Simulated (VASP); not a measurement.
Write the native input for VASP 6.6.1 that does the following.

| Item | Value |
| --- | --- |
| Task | single point |
| Functional | PBEsol |
| Potentials or basis | VASP PAW PBE potentials, release 64 (Pd) |
| Cutoff | 520 eV |
| k mesh | 12 × 12 × 12 |
| Occupations | fermi-dirac, width 0.05 eV |
| Spin | no spin polarisation |
| Dipole correction | no |
| Further INCAR settings | ALGO = Normal; EDIFF = 1e-06; NBANDS = 11 |

The structure of Pd lies in POSCAR:

```
Pd
1.0
   -1.5367728477      1.5367728477      1.5367728477
    1.5367728477     -1.5367728477      1.5367728477
    1.5367728477      1.5367728477     -1.5367728477
Pd
1
Direct
    0.0000000000      0.0000000000      0.0000000000
```

These files were run (other wordings do the same):

INCAR

```
SYSTEM = Pd
ALGO = Normal ; EDIFF = 1E-6
ENCUT = 520 ; GGA = PS
ISIF = 2 ; ISMEAR = -1
LASPH = .TRUE. ; LCHARG = .TRUE.
LELF = .TRUE. ; LREAL = .FALSE.
LVHAR = .TRUE. ; LWAVE = .FALSE.
NBANDS = 11 ; NELM = 60
PREC = Accurate ; SIGMA = 0.05
```

KPOINTS

```
k-points
0
G
  12 12 12
  0 0 0
```

Potentials or basis: VASP PAW PBE potentials, release 64 (Pd).

Command:

```console
$ cat potpaw_PBE.64/Pd/POTCAR > POTCAR
$ mpirun -np 1 vasp_std > vasp.out
```

It gave:

| Property | Result |
| --- | --- |
| Pressure | 1.6 GPa |
| Band gap on the k mesh | zero (band 5 reaches 10.52 eV, above the bottom of band 6 at 8.79 eV) |

Caveat: the PAW data sets were made with another functional, which shifts forces and pressure a little.

It took 5.6 s on 1 thread of Intel(R) Xeon(R) 6975P-C (Granite Rapids) (shared host), peak memory 0.13 GiB.
